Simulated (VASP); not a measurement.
# SiC (zincblende type) (F-43m) in VASP: further runs

SiC (zincblende type) is run at these levels: PBE; tasks: relaxation of cell and atoms.

All numbers are computed with VASP 6.6.1; they aren't measurements. Logs are shortened: lines on timing, memory, paths and dates and some standing lists are left out, and cuts for length are marked.

### Step 1. The cell of the first run

The structure is cubic, space group F-43m (No. 216). The conventional cell has a = 4.175 Å, b = 4.175 Å, c = 4.175 Å, α = 90.00°, β = 90.00°, γ = 90.00°. Within 2.4 Å of Si (site symmetry -43m) lie 4 C at 1.81 Å. C (site symmetry -43m) has 4 Si at 1.81 Å within 2.4 Å.

### Step 2. Relaxation of cell and atoms, PBE, target pressure 21 GPa, at which the enthalpy is minimised

INCAR reads:

```
SYSTEM = SiC
PREC = Accurate ; ENCUT = 600
EDIFF = 1E-7 ; ISMEAR = -1
SIGMA = 0.1 ; LREAL = .FALSE.
LASPH = .TRUE. ; NELM = 60
ALGO = Normal ; ISIF = 3
LWAVE = .FALSE. ; LCHARG = .FALSE.
GGA = PE ; IBRION = 2
NSW = 60 ; EDIFFG = -0.005
PSTRESS = 210.0
```

KPOINTS reads:

```
Automatic mesh
0
G
  16 16 16
  0 0 0
```

POSCAR reads:

```
SiC
1.0
    0.0000000000      2.0876116294      2.0876116294
    2.0876116294      0.0000000000      2.0876116294
    2.0876116294      2.0876116294      0.0000000000
Si C
1 1
Direct
    0.0000000000      0.0000000000      0.0000000000
    0.2500000000      0.2500000000      0.2500000000
```

Potentials or basis: VASP PAW PBE potentials, release 64 (Si, C).

Started as:

```
$ cat potpaw_PBE.64/Si/POTCAR potpaw_PBE.64/C/POTCAR > POTCAR
$ mpirun -np 1 vasp_std > vasp.out
```

OUTCAR:

```text
SYSTEM = SiC
   PREC = Accurate
   ENCUT = 600
   EDIFF = 1E-7
   ISMEAR = -1
   LREAL = .FALSE.
   LASPH = .TRUE.
   NELM = 60
   ISIF = 3
   GGA = PE
   IBRION = 2
   NSW = 60
   EDIFFG = -0.005
   PSTRESS = 210.0

 ion  position               nearest neighbor table
   1  0.000  0.000  0.000-   2 1.81   2 1.81   2 1.81   2 1.81
   2  0.250  0.250  0.250-   1 1.81   1 1.81   1 1.81   1 1.81

  LATTYP: Found a face centered cubic cell.
 ALAT       =     4.1752232588

  Lattice vectors:

 A1 = (   0.0000000000,   2.0876116294,   2.0876116294)
 A2 = (   2.0876116294,   0.0000000000,   2.0876116294)
 A3 = (   2.0876116294,   2.0876116294,   0.0000000000)

Analysis of symmetry for initial positions (statically):
=====================================================================
 Subroutine PRICEL returns:
 Original cell was already a primitive cell.

 Routine SETGRP: Setting up the symmetry group for a
 face centered cubic supercell.

 Subroutine GETGRP returns: Found 24 space group operations
 (whereof 24 operations were pure point group operations)
 out of a pool of 48 trial point group operations.

The static configuration has the point symmetry T_d .

Analysis of symmetry for dynamics (positions and initial velocities):
=====================================================================
 Subroutine PRICEL returns:
 Original cell was already a primitive cell.

 Routine SETGRP: Setting up the symmetry group for a
 face centered cubic supercell.

 Subroutine GETGRP returns: Found 24 space group operations
 (whereof 24 operations were pure point group operations)
 out of a pool of 48 trial point group operations.

The dynamic configuration has the point symmetry T_d .

 Subroutine INISYM returns: Found 24 space group operations
 (whereof 24 operations are pure point group operations),
 and found     1 'primitive' translations

----------------------------------------------------------------------------------------

                                     Primitive cell

  volume of cell :      18.1961

  direct lattice vectors                    reciprocal lattice vectors
     0.000000000  2.087611629  2.087611629    -0.239508150  0.239508150  0.239508150
     2.087611629  0.000000000  2.087611629     0.239508150 -0.239508150  0.239508150
     2.087611629  2.087611629  0.000000000     0.239508150  0.239508150 -0.239508150

  length of vectors
     2.952328679  2.952328679  2.952328679     0.414840285  0.414840285  0.414840285

  position of ions in fractional coordinates (direct lattice)
     0.000000000  0.000000000  0.000000000
     0.250000000  0.250000000  0.250000000

  ion indices of the primitive-cell ions
   primitive index   ion index
                 1           1
                 2           2

----------------------------------------------------------------------------------------

 KPOINTS: Automatic mesh

Automatic generation of k-mesh.
 Grid dimensions read from file:
 generate k-points for:   16   16   16

 Generating k-lattice:

  Cartesian coordinates                     Fractional coordinates (reciprocal lattice)
    -0.014969259  0.014969259  0.014969259     0.062500000  0.000000000  0.000000000
     0.014969259 -0.014969259  0.014969259     0.000000000  0.062500000  0.000000000
     0.014969259  0.014969259 -0.014969259     0.000000000  0.000000000  0.062500000

  Length of vectors
     0.025927518  0.025927518  0.025927518

  Shift w.r.t. Gamma in fractional coordinates (k-lattice)
     0.000000000  0.000000000  0.000000000

 Subroutine IBZKPT returns following result:
 ===========================================

 Found    145 irreducible k-points:

 Following reciprocal coordinates:
            Coordinates               Weight
  0.000000  0.000000  0.000000      1.000000
  0.062500  0.000000  0.000000      8.000000
  0.125000  0.000000  0.000000      8.000000
  0.187500  0.000000  0.000000      8.000000
  0.250000  0.000000  0.000000      8.000000
  0.312500  0.000000  0.000000      8.000000
[... 16 lines left out ...]
 -0.125000  0.062500  0.000000     24.000000
 -0.062500  0.062500  0.000000     12.000000
 [... further k-points ...]
   k-points           NKPTS =    145   k-points in BZ     NKDIM =    145   number of bands    NBANDS=      8
   number of dos      NEDOS =    301   number of ions     NIONS =      2
   total plane-waves  NPLWV =  13824
   dimension x,y,z NGX =    24 NGY =   24 NGZ =   24
   dimension x,y,z NGXF=    48 NGYF=   48 NGZF=   48
   ions per type =               1   1
   NGX,Y,Z   is equivalent  to a cutoff of  13.51, 13.51, 13.51 a.u.
   NGXF,Y,Z  is equivalent  to a cutoff of  27.03, 27.03, 27.03 a.u.
 SYSTEM =  SiC
   PREC   = accura    normal or accurate (medium, high low for compatibility)
   ISTART =      0    job   : 0-new  1-cont  2-samecut
   ICHARG =      2    charge: 1-file 2-atom 10-const
   ISPIN  =      1    spin polarized calculation?
   LNONCOLLINEAR =      F non collinear calculations
   LSORBIT =      F    spin-orbit coupling
   LASPH  =      T    aspherical Exc in radial PAW
   ENCUT  =  600.0 eV  44.10 Ry    6.64 a.u.   5.90  5.90  5.90*2*pi/ulx,y,z
   NELM   =     60;   NELMIN=  2; NELMDL= -5     # of ELM steps
   EDIFF  = 0.1E-06   stopping-criterion for ELM
   LREAL  =      F    real-space projection
   EDIFFG = -.5E-02   stopping-criterion for IOM
   NSW    =     60    number of steps for IOM
   IBRION =      2    ionic relax: 0-MD 1-quasi-New 2-CG
   NFREE  =      1    steps in history (QN), initial steepest desc. (CG)
   ISIF   =      3    stress and relaxation
   ISYM   =      2    0-nonsym 1-usesym 2-fastsym
   POTIM  = 0.5000    time-step for ionic-motion
   TEBEG  =    0.0;   TEEND  =   0.0 temperature during run
   PSTRESS=  210.0 pullay stress
   NELECT =       8.0000    total number of electrons
   NUPDOWN=      -1.0000    fix difference up-down
   EMIN   =  10.00;   EMAX   =-10.00  energy-range for DOS
   EFERMI =   0.00;   METHOD = LEGACY
   ISMEAR =    -1;   SIGMA  =   0.10  broadening in eV -4-tet -1-fermi 0-gaus
   EFERMI_NEDOS =   21; number of points for ismear=-14 and -15
   IALGO  =     38    algorithm
   IMIX   =      4    mixing-type and parameters
     AMIX     =   0.40;   BMIX     =  1.00
     AMIX_MAG =   1.60;   BMIX_MAG =  1.00
  volume/ion in A,a.u.               =       9.10        61.40
  Fermi-wavevector in a.u.,A,eV,Ry     =   1.244835  2.352397 21.083781  1.549614
  Thomas-Fermi vector in A             =   2.379084
   LORBIT       =      0    0 simple, 1 ext, 2 COOP (PROOUT), +10 PAW based schemes
   GGA     = PE    functional components
   LHFCALC =     F    Hartree Fock is set to
   AEXX    =    0.0000 exact exchange contribution
   IVDW    =     0    specifies the selected vdW correction
   LEPSILON=     F    determine dielectric tensor
   LRPA    =     F    only Hartree local field effects (RPA)
 conjugate gradient relaxation of ions
 non-spin polarized calculation
  energy-cutoff  :      600.00
  volume of cell :       18.20
 maximum number of plane-waves:       620
   NGX = 11   NGY = 11   NGZ = 11

--------------------------------------- Ionic step        1  -------------------------------------------

 number of electron       8.0000000 magnetization

 Free energy of the ion-electron system (eV)
  ---------------------------------------------------
  ext. energy  EPLUGINS =         0.00000000
  ---------------------------------------------------
  free energy    TOTEN  =       -14.74953643 eV

  energy without entropy =      -14.74950971  energy(sigma->0) =      -14.74952307

 E-fermi :  10.3445     XC(G=0): -11.9266

 val. band max:        9.6135070634   @ k =   0.0000   0.0000   0.0000
 cond. band min:      10.8402174159   @ k =   0.5000   0.5000   0.0000
 fundamental gap:      1.2267103525
 Fermi energy:        10.3444981291

 k-point     1 :       0.0000    0.0000    0.0000
  band No.  band energies     occupation
      1      -6.8333      2.00000
      2       9.6135      1.99866
      3       9.6135      1.99866
      4       9.6135      1.99866
      5      17.3743      0.00000
      6      17.8777      0.00000
      7      17.8777      0.00000
      8      17.8777      0.00000

 k-point     2 :       0.0625    0.0000    0.0000
  band No.  band energies     occupation
      1      -6.7488      2.00000
      2       9.1832      1.99998
      3       9.5581      1.99923
      4       9.5581      1.99923
      5      17.4356      0.00000
      6      17.9895      0.00000
      7      17.9895      0.00000
      8      18.0440      0.00000

 k-point     3 :       0.1250    0.0000    0.0000
  band No.  band energies     occupation
      1      -6.4963      2.00000
      2       8.0871      2.00000
      3       9.4095      1.99983
      4       9.4095      1.99983
      5      17.2974      0.00000
      6      18.2518      0.00000
      7      18.2518      0.00000
      8      18.7033      0.00000
[... 320 lines left out ...]
 VOLUME and BASIS-vectors are now :
 -----------------------------------------------------------------------------
  energy-cutoff  :      600.00
  volume of cell :       19.33
      direct lattice vectors                 reciprocal lattice vectors
     0.000000000  2.129989626  2.129989626    -0.234742927  0.234742927  0.234742927
     2.129989626  0.000000000  2.129989626     0.234742927 -0.234742927  0.234742927
     2.129989626  2.129989626  0.000000000     0.234742927  0.234742927 -0.234742927

 POSITION                                       TOTAL-FORCE (eV/Angst)
 -----------------------------------------------------------------------------------
      0.00000      0.00000      0.00000         0.000000      0.000000      0.000000
      1.06499      1.06499      1.06499        -0.000000     -0.000000     -0.000000
 -----------------------------------------------------------------------------------
    total drift:                                0.000000      0.000000      0.000000

  FREE ENERGIE OF THE ION-ELECTRON SYSTEM (eV)
  ---------------------------------------------------
  free  energy   TOTEN  =       -14.9599645150 eV

  energy  without entropy=      -14.9599439634  energy(sigma->0) =      -14.95995424

  enthalpy is  TOTEN    =       -12.4267546383 eV   P V=        2.5332098767

--------------------------------------- Ionic step        4  -------------------------------------------

 number of electron       7.9999999 magnetization

 Free energy of the ion-electron system (eV)
  ---------------------------------------------------
  ext. energy  EPLUGINS =         0.00000000
  ---------------------------------------------------
  free energy    TOTEN  =       -14.95653671 eV

  energy without entropy =      -14.95651603  energy(sigma->0) =      -14.95652637

 E-fermi :   9.6634     XC(G=0): -11.6629

 val. band max:        8.9064680366   @ k =   0.0000   0.0000   0.0000
 cond. band min:      10.1956492425   @ k =   0.5000   0.5000   0.0000
 fundamental gap:      1.2891812058
 Fermi energy:         9.6633855522

 k-point     1 :       0.0000    0.0000    0.0000
  band No.  band energies     occupation
      1      -7.0535      2.00000
      2       8.9065      1.99897
      3       8.9065      1.99897
      4       8.9065      1.99897
      5      15.9622      0.00000
      6      16.7163      0.00000
      7      16.7163      0.00000
      8      16.7163      0.00000

 k-point     2 :       0.0625    0.0000    0.0000
  band No.  band energies     occupation
      1      -6.9727      2.00000
      2       8.4791      1.99999
      3       8.8514      1.99941
      4       8.8514      1.99941
      5      16.0911      0.00000
      6      16.8178      0.00000
      7      16.8239      0.00000
      8      16.8239      0.00000

 k-point     3 :       0.1250    0.0000    0.0000
  band No.  band energies     occupation
      1      -6.7315      2.00000
      2       7.4014      2.00000
      3       8.7035      1.99986
      4       8.7035      1.99986
      5      16.0407      0.00000
      6      17.0801      0.00000
      7      17.0801      0.00000
      8      17.3936      0.00000
[... 244 lines left out ...]
 VOLUME and BASIS-vectors are now :
 -----------------------------------------------------------------------------
  energy-cutoff  :      600.00
  volume of cell :       19.30
      direct lattice vectors                 reciprocal lattice vectors
     0.000000000  2.129017881  2.129017881    -0.234850071  0.234850071  0.234850071
     2.129017881  0.000000000  2.129017881     0.234850071 -0.234850071  0.234850071
     2.129017881  2.129017881  0.000000000     0.234850071  0.234850071 -0.234850071

 POSITION                                       TOTAL-FORCE (eV/Angst)
 -----------------------------------------------------------------------------------
      0.00000      0.00000      0.00000        -0.000000      0.000000      0.000000
      1.06451      1.06451      1.06451         0.000000     -0.000000     -0.000000
 -----------------------------------------------------------------------------------
    total drift:                                0.000000      0.000000      0.000000

  FREE ENERGIE OF THE ION-ELECTRON SYSTEM (eV)
  ---------------------------------------------------
  free  energy   TOTEN  =       -14.9565367063 eV

  energy  without entropy=      -14.9565160345  energy(sigma->0) =      -14.95652637

  enthalpy is  TOTEN    =       -12.4267923542 eV   P V=        2.5297443520

 reached required accuracy - stopping structural energy minimisation
```

It took 87 s on 1 thread of Intel Xeon 8259CL, shared host; peak memory 0.15 GiB.

Results:

- Free energy: -14.9565 eV
- Relaxed volume: 9.65 Å³/atom
- Relaxed cell: a = 3.011 Å, b = 3.011 Å, c = 3.011 Å, α = 60.00°, β = 60.00°, γ = 60.00°
- Space group after relaxing (to 0.1 Å): F-43m (No. 216)
- Energy change on relaxing (the run minimises the enthalpy): -103.5 meV/atom
- Ionic steps: 4
- Pressure after relaxing: 21.0 GPa
- Band gap on the k mesh: 1.29 eV (least direct gap 4.61 eV)

Step by step:
```csv
step,energy change (eV),largest force (eV/Å),pressure (GPa),volume (Å³)
1,0.0000,0.0000,39.93,18.20
2,-0.3094,0.0000,-1.81,21.18
3,-0.2104,0.0000,20.58,19.33
4,-0.2070,0.0000,20.98,19.30
```

Final structure:
```cif
data_structure
_symmetry_space_group_name_H-M 'P 1'
_symmetry_Int_Tables_number 1
_cell_length_a 3.0109
_cell_length_b 3.0109
_cell_length_c 3.0109
_cell_angle_alpha 60.000
_cell_angle_beta 60.000
_cell_angle_gamma 60.000
_cell_volume 19.30
loop_
_atom_site_label
_atom_site_type_symbol
_atom_site_fract_x
_atom_site_fract_y
_atom_site_fract_z
_atom_site_occupancy
Si1 Si 0.00000 0.00000 0.00000 1
C1 C 0.25000 0.25000 0.25000 1
```

Levels at points of the mesh, in eV from the valence-band top:
```csv
k point,band 1,band 2,band 3,band 4,band 5,band 6,band 7,band 8
"(0.00, 0.00, 0.00)",-15.96,0.00,0.00,0.00,7.06,7.81,7.81,7.81
"(0.50, 0.00, 0.00)",-12.13,-8.93,-1.06,-1.06,6.08,7.52,7.52,10.44
"(0.50, 0.50, 0.00)",-10.61,-8.02,-3.32,-3.32,1.29,4.57,14.86,14.86
```

Caveat: the cell is relaxed towards a set pressure, so the run minimises the enthalpy, not the energy. A k mesh can miss the band edges.

(Continued in part 2 of 2.)
